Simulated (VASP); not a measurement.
# NaF (Fm-3m) in VASP: single point with r2SCAN

Aim: the single point of NaF with r2SCAN.

Program: VASP 6.6.1. These are calculated values, not measurements. Logs are shortened: lines on timing, memory, paths and dates and some standing lists are left out, and cuts for length are marked.

**1. The cell of the first run**

Symmetry: Fm-3m, No. 225, cubic system. The conventional cell has a = 4.330 Å, b = 4.330 Å, c = 4.330 Å, α = 90.00°, β = 90.00°, γ = 90.00°. Na (site symmetry m-3m) has 6 F at 2.17 Å within 2.9 Å. Within 2.9 Å of F (site symmetry m-3m) lie 6 Na at 2.17 Å.

**2. Single point, r2SCAN (strain -5.8%)**

File POSCAR:

```
NaF
1.0
    0.0000000000      2.1651503900      2.1651503900
    2.1651503900      0.0000000000      2.1651503900
    2.1651503900      2.1651503900      0.0000000000
Na F
1 1
Direct
    0.0000000000      0.0000000000      0.0000000000
    0.5000000000      0.5000000000      0.5000000000
```

File INCAR.step1:

```
  ALGO = Normal
  EDIFF = 1E-5
  ENCUT = 1250
  GGA = PE
  GGA_COMPAT = False
  ISMEAR = 0
  LASPH = True
  LCHARG = False
  LREAL = False
  LWAVE = True
  NBANDS = 15
  NELM = 120
  PREC = Accurate
  SIGMA = 0.01
```

File INCAR.step2:

```
  ALGO = Normal
  EDIFF = 1E-6
  ENCUT = 1250
  GGA_COMPAT = False
  ISIF = 2
  ISMEAR = 0
  ISTART = 1
  LASPH = True
  LCHARG = False
  LMIXTAU = True
  LREAL = False
  LWAVE = False
  METAGGA = R2SCAN
  NBANDS = 15
  NELM = 120
  PREC = Accurate
  SIGMA = 0.01
```

File KPOINTS:

```
k-points
0
Gamma
  10 10 10
```

Potentials or basis: VASP PAW PBE potentials, release 64 (Na_sv, F).

The run is started by

```bash
> cat potpaw_PBE.64/Na_sv/POTCAR potpaw_PBE.64/F/POTCAR > POTCAR
> cp INCAR.step1 INCAR
> mpirun -np 1 vasp_std > vasp.out
> cp INCAR.step2 INCAR
> mpirun -np 1 vasp_std > vasp.out
```

OUTCAR:

```text
EDIFF = 1E-6
   ENCUT = 1250
   ISIF = 2
   ISMEAR = 0
   ISTART = 1
   LASPH = True
   LREAL = False
   METAGGA = R2SCAN
   NELM = 120
   PREC = Accurate

 ion  position               nearest neighbor table
   1  0.000  0.000  0.000-
   2  0.500  0.500  0.500-

  LATTYP: Found a face centered cubic cell.
 ALAT       =     4.3303007800

  Lattice vectors:

 A1 = (   0.0000000000,   2.1651503900,   2.1651503900)
 A2 = (   2.1651503900,   0.0000000000,   2.1651503900)
 A3 = (   2.1651503900,   2.1651503900,   0.0000000000)

Analysis of symmetry for initial positions (statically):
=====================================================================
 Subroutine PRICEL returns:
 Original cell was already a primitive cell.

 Routine SETGRP: Setting up the symmetry group for a
 face centered cubic supercell.

 Subroutine GETGRP returns: Found 48 space group operations
 (whereof 48 operations were pure point group operations)
 out of a pool of 48 trial point group operations.

The static configuration has the point symmetry O_h .

Analysis of symmetry for dynamics (positions and initial velocities):
=====================================================================
 Subroutine PRICEL returns:
 Original cell was already a primitive cell.

 Routine SETGRP: Setting up the symmetry group for a
 face centered cubic supercell.

 Subroutine GETGRP returns: Found 48 space group operations
 (whereof 48 operations were pure point group operations)
 out of a pool of 48 trial point group operations.

The dynamic configuration has the point symmetry O_h .

 Subroutine INISYM returns: Found 48 space group operations
 (whereof 48 operations are pure point group operations),
 and found     1 'primitive' translations

----------------------------------------------------------------------------------------

                                     Primitive cell

  volume of cell :      20.2999

  direct lattice vectors                    reciprocal lattice vectors
     0.000000000  2.165150390  2.165150390    -0.230930841  0.230930841  0.230930841
     2.165150390  0.000000000  2.165150390     0.230930841 -0.230930841  0.230930841
     2.165150390  2.165150390  0.000000000     0.230930841  0.230930841 -0.230930841

  length of vectors
     3.061985046  3.061985046  3.061985046     0.399983949  0.399983949  0.399983949

  position of ions in fractional coordinates (direct lattice)
     0.000000000  0.000000000  0.000000000
     0.500000000  0.500000000  0.500000000

  ion indices of the primitive-cell ions
   primitive index   ion index
                 1           1
                 2           2

----------------------------------------------------------------------------------------

 KPOINTS: k-points

Automatic generation of k-mesh.
 Grid dimensions read from file:
 generate k-points for:   10   10   10

 Generating k-lattice:

  Cartesian coordinates                     Fractional coordinates (reciprocal lattice)
    -0.023093084  0.023093084  0.023093084     0.100000000  0.000000000  0.000000000
     0.023093084 -0.023093084  0.023093084     0.000000000  0.100000000  0.000000000
     0.023093084  0.023093084 -0.023093084     0.000000000  0.000000000  0.100000000

  Length of vectors
     0.039998395  0.039998395  0.039998395

  Shift w.r.t. Gamma in fractional coordinates (k-lattice)
     0.000000000  0.000000000  0.000000000

 Subroutine IBZKPT returns following result:
 ===========================================

 Found     47 irreducible k-points:

 Following reciprocal coordinates:
            Coordinates               Weight
  0.000000  0.000000  0.000000      1.000000
  0.100000  0.000000  0.000000      8.000000
  0.200000  0.000000  0.000000      8.000000
  0.300000  0.000000  0.000000      8.000000
  0.400000  0.000000  0.000000      8.000000
  0.500000  0.000000  0.000000      4.000000
[... 16 lines left out ...]
  0.300000  0.300000  0.000000      6.000000
  0.400000  0.300000  0.000000     24.000000
 [... further k-points ...]
   k-points           NKPTS =     47   k-points in BZ     NKDIM =     47   number of bands    NBANDS=     15
   number of dos      NEDOS =    301   number of ions     NIONS =      2
   total plane-waves  NPLWV =  46656
   dimension x,y,z NGX =    36 NGY =   36 NGZ =   36
   dimension x,y,z NGXF=    72 NGYF=   72 NGZF=   72
   ions per type =               1   1
   NGX,Y,Z   is equivalent  to a cutoff of  19.55, 19.55, 19.55 a.u.
   NGXF,Y,Z  is equivalent  to a cutoff of  39.09, 39.09, 39.09 a.u.
 SYSTEM =  unknown system
   PREC   = accura    normal or accurate (medium, high low for compatibility)
   ISTART =      1    job   : 0-new  1-cont  2-samecut
   ICHARG =      0    charge: 1-file 2-atom 10-const
   ISPIN  =      1    spin polarized calculation?
   LNONCOLLINEAR =      F non collinear calculations
   LSORBIT =      F    spin-orbit coupling
   LASPH  =      T    aspherical Exc in radial PAW
   ENCUT  = 1250.0 eV  91.87 Ry    9.59 a.u.   8.83  8.83  8.83*2*pi/ulx,y,z
   NELM   =    120;   NELMIN=  2; NELMDL=  0     # of ELM steps
   EDIFF  = 0.1E-05   stopping-criterion for ELM
   LREAL  =      F    real-space projection
[... 7 lines left out ...]
   TEBEG  =    0.0;   TEEND  =   0.0 temperature during run
   PSTRESS=    0.0 pullay stress
   NELECT =      16.0000    total number of electrons
   NUPDOWN=      -1.0000    fix difference up-down
   EMIN   =  10.00;   EMAX   =-10.00  energy-range for DOS
   EFERMI =   0.00;   METHOD = LEGACY
   ISMEAR =     0;   SIGMA  =   0.01  broadening in eV -4-tet -1-fermi 0-gaus
   EFERMI_NEDOS =   21; number of points for ismear=-14 and -15
   IALGO  =     38    algorithm
   IMIX   =      4    mixing-type and parameters
     AMIX     =   0.40;   BMIX     =  1.00
     AMIX_MAG =   1.60;   BMIX_MAG =  1.00
  volume/ion in A,a.u.               =      10.15        68.50
  Fermi-wavevector in a.u.,A,eV,Ry     =   1.512226  2.857693 31.114185  2.286828
  Thomas-Fermi vector in A             =   2.622179
   LORBIT       =      0    0 simple, 1 ext, 2 COOP (PROOUT), +10 PAW based schemes
   METAGGA = R2SCAN    functional components
   LHFCALC =     F    Hartree Fock is set to
   AEXX    =    0.0000 exact exchange contribution
   IVDW    =     0    specifies the selected vdW correction
   LEPSILON=     F    determine dielectric tensor
   LRPA    =     F    only Hartree local field effects (RPA)
 non-spin polarized calculation
 Gauss-broadening in eV      SIGMA  =   0.01
  energy-cutoff  :     1250.00
  volume of cell :       20.30
 maximum number of plane-waves:      2085
   NGX = 17   NGY = 17   NGZ = 17

 number of electron      16.0000001 magnetization

 Free energy of the ion-electron system (eV)
  ---------------------------------------------------
  ext. energy  EPLUGINS =         0.00000000
  ---------------------------------------------------
  free energy    TOTEN  =       -12.41395213 eV

  energy without entropy =      -12.41395213  energy(sigma->0) =      -12.41395213

 E-fermi :  -1.1462     XC(G=0): -10.6585

 val. band max:       -1.2459798002   @ k =   0.0000   0.0000   0.0000
 cond. band min:       7.1858599765   @ k =   0.0000   0.0000   0.0000
 fundamental gap:      8.4318397768
 Fermi energy:        -1.1462287928

 k-point     1 :       0.0000    0.0000    0.0000
  band No.  band energies     occupation
      1     -49.8200      2.00000
      2     -21.9235      2.00000
      3     -20.1621      2.00000
      4     -20.1621      2.00000
      5     -20.1621      2.00000
      6      -1.2460      2.00000
      7      -1.2460      2.00000
      8      -1.2460      2.00000
      9       7.1859      0.00000
     10      20.3543      0.00000
     11      20.3543      0.00000
     12      20.3543      0.00000
     13      23.2837      0.00000
     14      26.5121      0.00000
     15      26.5121      0.00000

 k-point     2 :       0.1000    0.0000    0.0000
  band No.  band energies     occupation
      1     -49.8171      2.00000
      2     -21.9766      2.00000
      3     -20.1638      2.00000
      4     -20.1638      2.00000
      5     -20.0899      2.00000
      6      -1.4901      2.00000
      7      -1.2833      2.00000
      8      -1.2833      2.00000
      9       7.5947      0.00000
     10      18.8697      0.00000
     11      20.5777      0.00000
     12      20.5778      0.00000
     13      25.1507      0.00000
     14      26.2075      0.00000
     15      26.2075      0.00000

 k-point     3 :       0.2000    0.0000    0.0000
  band No.  band energies     occupation
      1     -49.8093      2.00000
      2     -22.0997      2.00000
      3     -20.1682      2.00000
      4     -20.1682      2.00000
      5     -19.9163      2.00000
      6      -2.0636      2.00000
      7      -1.3799      2.00000
      8      -1.3799      2.00000
      9       8.6392      0.00000
     10      17.0059      0.00000
     11      21.1725      0.00000
     12      21.1725      0.00000
     13      25.6676      0.00000
     14      25.6676      0.00000
     15      27.3963      0.00000
[... 343 lines left out ...]
 k-point    23 :       0.3000    0.3000    0.0000
  band No.  band energies     occupation
      1     -49.7935      2.00000
      2     -21.9619      2.00000
      3     -20.2268      2.00000
      4     -20.2268      2.00000
      5     -19.9809      2.00000
      6      -2.6074      2.00000
      7      -1.5957      2.00000
      8      -1.5957      2.00000
      9      10.9114      0.00000
     10      14.8547      0.00000
     11      20.3244      0.00000
     12      21.9967      0.00000
     13      21.9967      0.00000
     14      29.1875      0.00000
     15      29.9551      0.00000

 k-point    24 :       0.4000    0.3000    0.0000
  band No.  band energies     occupation
      1     -49.7876      2.00000
      2     -21.8998      2.00000
      3     -20.2541      2.00000
      4     -20.2364      2.00000
      5     -20.0248      2.00000
      6      -2.7410      2.00000
      7      -1.7375      2.00000
      8      -1.6647      2.00000
      9      12.0248      0.00000
     10      14.3332      0.00000
     11      19.0859      0.00000
     12      22.2522      0.00000
     13      22.3337      0.00000
     14      29.5322      0.00000
     15      29.7047      0.00000

 [... further k-points ...]

------------------------ aborting loop because EDIFF is reached ----------------------------------------

  FORCE on cell =-STRESS in cart. coord.  units (eV):
  Direction    XX          YY          ZZ          XY          YZ          ZX
  --------------------------------------------------------------------------------------
  -------------------------------------------------------------------------------------
  Total        1.8529489      1.8529489      1.8529489      0.0000000      0.0000000     -0.0000000
  in kB      146.2445927    146.2445927    146.2445927      0.0000000      0.0000000     -0.0000000
  external PRESSURE =     146.2445927 kB  Pullay stress =       0.0000000 kB

 VOLUME and BASIS-vectors are now :
 -----------------------------------------------------------------------------
  energy-cutoff  :     1250.00
  volume of cell :       20.30
      direct lattice vectors                 reciprocal lattice vectors
     0.000000000  2.165150390  2.165150390    -0.230930841  0.230930841  0.230930841
     2.165150390  0.000000000  2.165150390     0.230930841 -0.230930841  0.230930841
     2.165150390  2.165150390  0.000000000     0.230930841  0.230930841 -0.230930841

 POSITION                                       TOTAL-FORCE (eV/Angst)
 -----------------------------------------------------------------------------------
      0.00000      0.00000      0.00000         0.000000      0.000000      0.000000
      2.16515      2.16515      2.16515         0.000000      0.000000     -0.000000
 -----------------------------------------------------------------------------------
    total drift:                                0.000000      0.000000      0.000000

  FREE ENERGIE OF THE ION-ELECTRON SYSTEM (eV)
  ---------------------------------------------------
  free  energy   TOTEN  =       -12.4139521315 eV

  energy  without entropy=      -12.4139521315  energy(sigma->0) =      -12.41395213
```

It took 66 s on 1 thread of Intel Xeon 6975P-C (Granite Rapids), shared host; peak memory 0.23 GiB.

What came out:

* Free energy: -12.4140 eV
* Pressure: 14.6 GPa
* Band gap on the k mesh: 8.43 eV

Levels at points of the mesh, in eV from the valence-band top:
| k point | band 6 | band 7 | band 8 | band 9 | band 10 | band 11 |
| --- | --- | --- | --- | --- | --- | --- |
| (0.00, 0.00, 0.00) | 0.00 | 0.00 | 0.00 | 8.43 | 21.60 | 21.60 |
| (0.50, 0.00, 0.00) | -2.05 | -0.38 | -0.38 | 13.01 | 15.36 | 23.73 |
| (0.50, 0.50, 0.00) | -1.60 | -0.51 | -0.51 | 14.82 | 15.96 | 17.08 |

Caveat: the cell differs from its parent crystal (strain -5.8%); the cell stands under pressure; the PAW data sets were made with another functional, which shifts forces and pressure a little.
